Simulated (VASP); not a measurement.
# MgS (I4/mmm) in VASP: further runs, part 2 of 2

VASP 6.6.1. Earlier steps stand in the parts before.

### 3 Single point, PBE (uniaxial z strain +4.5%)

The input, INCAR:

```
SYSTEM = MgS
ALGO = Normal
EDIFF = 1E-7
ENCUT = 520
GGA = PE
ISIF = 2
ISMEAR = -1
LASPH = .TRUE.
LCHARG = .FALSE.
LREAL = .FALSE.
LWAVE = .FALSE.
NBANDS = 11
NELM = 60
PREC = Accurate
SIGMA = 0.02
```

The input, KPOINTS:

```
k-points
0
G
  8 8 8
  0 0 0
```

The input, POSCAR:

```
MgS
1.0
    0.0000000000      2.6015179370      2.7178057888
    2.6015179370      0.0000000000      2.7178057888
    2.6015179370      2.6015179370      0.0000000000
Mg S
1 1
Direct
    0.0000000000      0.0000000000      0.0000000000
    0.5000000000      0.5000000000      0.5000000000
```

Potentials or basis: VASP PAW PBE potentials, release 64 (Mg, S).

Started as:

```
$ cat potpaw_PBE.64/Mg/POTCAR potpaw_PBE.64/S/POTCAR > POTCAR
$ mpirun -np 1 vasp_std > vasp.out
```

OUTCAR:

```text
SYSTEM = MgS
   EDIFF = 1E-7
   ENCUT = 520
   GGA = PE
   ISIF = 2
   ISMEAR = -1
   LASPH = .TRUE.
   LREAL = .FALSE.
   NELM = 60
   PREC = Accurate

 ion  position               nearest neighbor table
   1  0.000  0.000  0.000-   2 2.60   2 2.60   2 2.60   2 2.60   2 2.72   2 2.72
   2  0.500  0.500  0.500-   1 2.60   1 2.60   1 2.60   1 2.60   1 2.72   1 2.72

  LATTYP: Found a body centered tetragonal cell.
 ALAT       =     3.6791019493
 C/A-ratio  =     1.4774289086

  Lattice vectors:

 A1 = (  -2.6015179370,   0.0000000000,   2.7178057888)
 A2 = (   2.6015179370,   0.0000000000,   2.7178057888)
 A3 = (   0.0000000000,   2.6015179370,  -2.7178057888)

Analysis of symmetry for initial positions (statically):
=====================================================================
 Subroutine PRICEL returns:
 Original cell was already a primitive cell.

 Routine SETGRP: Setting up the symmetry group for a
 body centered tetragonal supercell.

 Subroutine GETGRP returns: Found 16 space group operations
 (whereof 16 operations were pure point group operations)
 out of a pool of 16 trial point group operations.

The static configuration has the point symmetry D_4h.

Analysis of symmetry for dynamics (positions and initial velocities):
=====================================================================
 Subroutine PRICEL returns:
 Original cell was already a primitive cell.

 Routine SETGRP: Setting up the symmetry group for a
 body centered tetragonal supercell.

 Subroutine GETGRP returns: Found 16 space group operations
 (whereof 16 operations were pure point group operations)
 out of a pool of 16 trial point group operations.

The dynamic configuration has the point symmetry D_4h.

 Subroutine INISYM returns: Found 16 space group operations
 (whereof 16 operations are pure point group operations),
 and found     1 'primitive' translations

----------------------------------------------------------------------------------------
[... 119 lines left out ...]
   LHFCALC =     F    Hartree Fock is set to
   AEXX    =    0.0000 exact exchange contribution
   IVDW    =     0    specifies the selected vdW correction
   LEPSILON=     F    determine dielectric tensor
   LRPA    =     F    only Hartree local field effects (RPA)
 non-spin polarized calculation
  energy-cutoff  :      520.00
  volume of cell :       36.79
 maximum number of plane-waves:      1010
   NGX = 13   NGY = 13   NGZ = 13

 number of electron       8.0000002 magnetization

 Free energy of the ion-electron system (eV)
  ---------------------------------------------------
  ext. energy  EPLUGINS =         0.00000000
  ---------------------------------------------------
  free energy    TOTEN  =        -8.48342151 eV

  energy without entropy =       -8.48342151  energy(sigma->0) =       -8.48342151

 E-fermi :   3.8080     XC(G=0):  -9.5070

 val. band max:        3.4552183155   @ k =   0.0000   0.0000   0.0000
 cond. band min:       5.9684343645   @ k =   0.5000   0.0000   0.5000
 fundamental gap:      2.5132160490
 Fermi energy:         3.8079596653

 k-point     1 :       0.0000    0.0000    0.0000
  band No.  band energies     occupation
      1      -9.0869      2.00000
      2       3.2824      2.00000
      3       3.2824      2.00000
      4       3.4552      2.00000
      5       6.7211      0.00000
      6      11.0391      0.00000
      7      11.4805      0.00000
      8      11.4805      0.00000
      9      13.3363      0.00000
     10      13.9307      0.00000
     11      15.4095      0.00000
[... 309 lines left out ...]
 k-point    24 :       0.3750    0.0000    0.1250
  band No.  band energies     occupation
      1      -8.1525      2.00000
      2      -0.2863      2.00000
      3       2.5177      2.00000
      4       2.5904      2.00000
      5       8.4746      0.00000
      6       9.9888      0.00000
      7      11.1854      0.00000
      8      11.4830      0.00000
      9      14.3913      0.00000
     10      16.0702      0.00000
     11      16.1905      0.00000

 [... further k-points ...]

------------------------ aborting loop because EDIFF is reached ----------------------------------------

  FORCE on cell =-STRESS in cart. coord.  units (eV):
  Direction    XX          YY          ZZ          XY          YZ          ZX
  --------------------------------------------------------------------------------------
  -------------------------------------------------------------------------------------
  Total       -0.2033484     -0.2033484     -0.9683626      0.0000000      0.0000000      0.0000000
  in kB       -8.8562387     -8.8562387    -42.1741667      0.0000000      0.0000000      0.0000000
  external PRESSURE =     -19.9622147 kB  Pullay stress =       0.0000000 kB

 VOLUME and BASIS-vectors are now :
 -----------------------------------------------------------------------------
  energy-cutoff  :      520.00
  volume of cell :       36.79
      direct lattice vectors                 reciprocal lattice vectors
     0.000000000  2.601517937  2.717805789    -0.192195484  0.192195484  0.183971939
     2.601517937  0.000000000  2.717805789     0.192195484 -0.192195484  0.183971939
     2.601517937  2.601517937  0.000000000     0.192195484  0.192195484 -0.183971939

 POSITION                                       TOTAL-FORCE (eV/Angst)
 -----------------------------------------------------------------------------------
      0.00000      0.00000      0.00000         0.000000      0.000000      0.000000
      2.60152      2.60152      2.71781        -0.000000     -0.000000      0.000000
 -----------------------------------------------------------------------------------
    total drift:                                0.000000      0.000000      0.000000

  FREE ENERGIE OF THE ION-ELECTRON SYSTEM (eV)
  ---------------------------------------------------
  free  energy   TOTEN  =        -8.4834215092 eV

  energy  without entropy=       -8.4834215092  energy(sigma->0) =       -8.48342151
```

It took 14 s on 1 thread of Intel Xeon Platinum 8488C (Sapphire Rapids), shared host; peak memory 0.17 GiB.

What came out:

```
Free energy            : -8.4834 eV
Pressure               : -2.0 GPa
Band gap on the k mesh : 2.51 eV (least direct gap 3.27 eV)
```

Stress tensor (GPa, compression positive):
```
-0.89  0.00  0.00
 0.00 -0.89  0.00
 0.00  0.00 -4.22
```

Caveat: the cell differs from its parent crystal (uniaxial z strain +4.5%). A k mesh can miss the band edges.
